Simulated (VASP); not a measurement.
Wanted: the native input for a VASP 6.6.1 run.

```
Task                   : single point
Functional             : PBE
Potentials or basis    : VASP PAW PBE potentials, release 64 (Mo_sv, Si)
Cutoff                 : 520 eV
k mesh                 : 12 × 12 × 12
Occupations            : fermi-dirac, width 0.05 eV
Spin                   : no spin polarisation
Hubbard terms          : Mo d U = 3.0 eV
Dipole correction      : no
Further INCAR settings : ALGO = Normal; EDIFF = 1e-06; NBANDS = 18
```

The structure of Si2Mo lies in POSCAR:

```
Si2Mo
1.0
   -1.6000000000      1.6000000000      3.9305000000
    1.6000000000     -1.6000000000      3.9305000000
    1.6000000000      1.6000000000     -3.9305000000
Mo Si
1 2
Direct
    0.0000000000      0.0000000000      0.0000000000
    0.6670000000      0.6670000000      0.0000000000
    0.3330000000      0.3330000000      0.0000000000
```

These files were run (other wordings do the same):

INCAR

```
SYSTEM = Si2Mo
ALGO     = Normal         ! electronic algorithm
EDIFF    = 1E-6           ! SCF threshold, eV
ENCUT    = 520            ! plane-wave cutoff, eV
GGA      = PE             ! functional
ISIF     = 2              ! what is computed and relaxed
ISMEAR   = -1             ! smearing method
LASPH    = .True.         ! aspherical terms in the spheres
LCHARG   = .False.        ! write CHGCAR
LDAU     = .True.         ! DFT+U
LDAUJ    = 0 0          
LDAUL    = 2 -1           ! shell
LDAUPRINT= 1            
LDAUTYPE = 2            
LDAUU    = 3 0            ! U, eV
LMAXMIX  = 4              ! l up to which the mixer works
LREAL    = .False.        ! projectors in reciprocal space
LWAVE    = .False.        ! write WAVECAR
NBANDS   = 18             ! bands
NELM     = 150            ! most SCF steps
PREC     = Accurate       ! precision mode
SIGMA    = 0.05           ! smearing width, eV
```

KPOINTS

```
k-points
0
Gamma
  12 12 12
  0 0 0
```

Potentials or basis: VASP PAW PBE potentials, release 64 (Mo_sv, Si).

The run is started by

```console
$ cat potpaw_PBE.64/Mo_sv/POTCAR potpaw_PBE.64/Si/POTCAR > POTCAR
$ mpirun -np 1 vasp_std > vasp.out
```

Results of the run:

| Item | Value |
| --- | --- |
| Pressure | 4.2 GPa |
| Largest force | 0.379 eV/Å |
| Band gap on the k mesh | zero (bands 11 and 12 overlap by 0.96 eV) |

Caveat: the cell stands under pressure; U without spin polarisation on a metal has little footing; the U is typed as a test and isn't derived for this compound.

It took 60 s on 1 thread of Intel(R) Xeon(R) 6975P-C (Granite Rapids), on a shared host, peak memory 0.27 GiB.
